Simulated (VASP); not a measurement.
Input of a VASP 6.6.1 run:

INCAR

```
SYSTEM = Rh
  PREC = Accurate
  ENCUT = 520
  EDIFF = 1E-6
  ISMEAR = 0
  SIGMA = 0.15
  LREAL = .False.
  LASPH = .True.
  NELM = 150
  ALGO = Normal
  ISIF = 2
  LWAVE = .False.
  LCHARG = .False.
  ISPIN = 2
  MAGMOM = 0.75
  LORBIT = 11
  NUPDOWN = 0.75
  LMAXMIX = 4
  GGA = PE
  NBANDS = 18
```

KPOINTS

```
regular mesh
0
Gamma
  22 22 22
  0 0 0
```

The input POSCAR:

```
Rh
1.0
    0.0000000000      1.8351625453      1.8351625453
    1.8351625453      0.0000000000      1.8351625453
    1.8351625453      1.8351625453      0.0000000000
Rh
1
Direct
    0.0000000000      0.0000000000      0.0000000000
```

Potentials or basis: VASP PAW PBE potentials, release 64 (Rh_pv).

Run with:

```console
$ cat potpaw_PBE.64/Rh_pv/POTCAR > POTCAR
$ mpirun -np 1 vasp_std > vasp.out
```

(1) Estimate the pressure.

Results:

(1) 51.4 GPa.

Caveat: the cell stands under pressure; the total moment is fixed, so each spin has its own Fermi level.
